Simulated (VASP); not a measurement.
# SrTiO3: single point with HSE06

Crystal: SrTiO3.

```
Sr Ti O
1.0
     3.90685    0.00000    0.00000
     0.00000    3.90685    0.00000
     0.00000    0.00000    3.90685
Sr Ti O
1 1 3
Direct
  0.00000 0.00000 0.00000
  0.50000 0.50000 0.50000
  0.50000 0.00000 0.50000
  0.50000 0.50000 0.00000
  0.00000 0.50000 0.50000
```

| Quantity | Value |
| --- | --- |
| Program | VASP 6.6.1 |
| Task | single point |
| Functional | HSE06 |
| Potentials or basis | VASP PAW PBE potentials, release 64 (Sr_sv, Ti_sv, O) |
| Cutoff | 520 eV |
| k mesh | 4 × 4 × 4 |
| Occupations | gaussian, width 0.01 eV |
| Spin | no spin polarisation |

```yaml
Pressure: -1.1 GPa
Band_gap_on_the_k_mesh: 3.29 eV (least direct gap 3.67 eV)
```

Levels at points of the mesh, in eV from the valence-band top:
```
           k point  band 17  band 18  band 19  band 20  band 21  band 22  band 23  band 24
(0.00, 0.00, 0.00)    -1.26    -0.38    -0.38    -0.38     3.29     3.29     3.29     5.69
(0.50, 0.00, 0.00)    -2.50    -2.08    -0.80    -0.80     3.47     5.40     5.40     5.71
(0.50, 0.50, 0.00)    -1.96    -1.70    -1.70    -0.09     5.41     5.41     5.98     6.78
(0.50, 0.50, 0.50)    -4.04     0.00     0.00     0.00     6.21     6.21     6.21     8.64
```

It took 8.9 min on 1 thread of Intel(R) Xeon(R) Platinum 8559C (Emerald Rapids), with other jobs on the host, peak memory 0.29 GiB.

Caveat: the PAW data sets were made with another functional, which shifts forces and pressure a little. A k mesh can miss the band edges.
